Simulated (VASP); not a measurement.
Rh:

```
Rh
1.0
     0.00000    1.77241    1.77241
     1.77241    0.00000    1.77241
     1.77241    1.77241    0.00000
Rh
1
Direct
  0.00000 0.00000 0.00000
```

```yaml
Program: VASP 6.6.1
Task: relaxation of cell and atoms
Functional: PBE
Potentials_or_basis: VASP PAW PBE potentials, release 64 (Rh_pv)
Cutoff: 600 eV
k_mesh: 16 × 16 × 16
Occupations: fermi-dirac, width 0.05 eV
Spin: no spin polarisation
```

At the start: pressure 108.0 GPa; volume 11.14 Å³/atom.

Task: How do energy, volume and symmetry change on relaxing?

Result: Over 24 steps the energy falls by 777.5 meV/atom and the volume is 14.05 Å³/atom (+26.2 %); space group Fm-3m (No. 225, to 0.05 Å).

Step by step:
```
step  energy change (eV)  largest force (eV/Å)  pressure (GPa)  volume (Å³)
   1              0.0000                0.0000          107.95        11.14
   2              1.8544                0.0000          -27.32        28.13
   3              0.2475                0.0000          -36.09        20.26
   4             -0.5539                0.0000          -26.23        16.38
   5             -0.6835                0.0000           28.01        12.88
   6             -0.7708                0.0000           -6.00        14.41
   7             -0.7774                0.0000           -0.84        14.10
   8             -0.7775                0.0000            0.26        14.04
   9             -0.7775                0.0000            0.29        14.04
  10             -0.7775                0.0000            0.30        14.04
  11             -0.7775                0.0000            0.28        14.04
  12             -0.7775                0.0000            0.28        14.04
  13             -0.7775                0.0000            0.28        14.04
  14             -0.7775                0.0000            0.28        14.04
  15             -0.7775                0.0000            0.28        14.04
  16             -0.7775                0.0000            0.28        14.04
  17             -0.7775                0.0000            0.28        14.04
  18             -0.7775                0.0000            0.28        14.04
  19             -0.7775                0.0000            0.28        14.04
  20             -0.7775                0.0000            0.29        14.04
  21             -0.7775                0.0000            0.25        14.04
  22             -0.7775                0.0000            0.21        14.04
  23             -0.7775                0.0000            0.14        14.05
  24             -0.7775                0.0000            0.02        14.05
```

Final structure:
```yaml
crystal:
  lattice:
    - [0.00000, 1.91536, 1.91536]
    - [1.91536, 0.00000, 1.91536]
    - [1.91536, 1.91536, 0.00000]
  atoms:
    - { symbol: Rh, position: [0.00000, 0.00000, 0.00000] }
```

Caveat: the volume moved by over 15 % at a fixed basis, so the end points are rough.
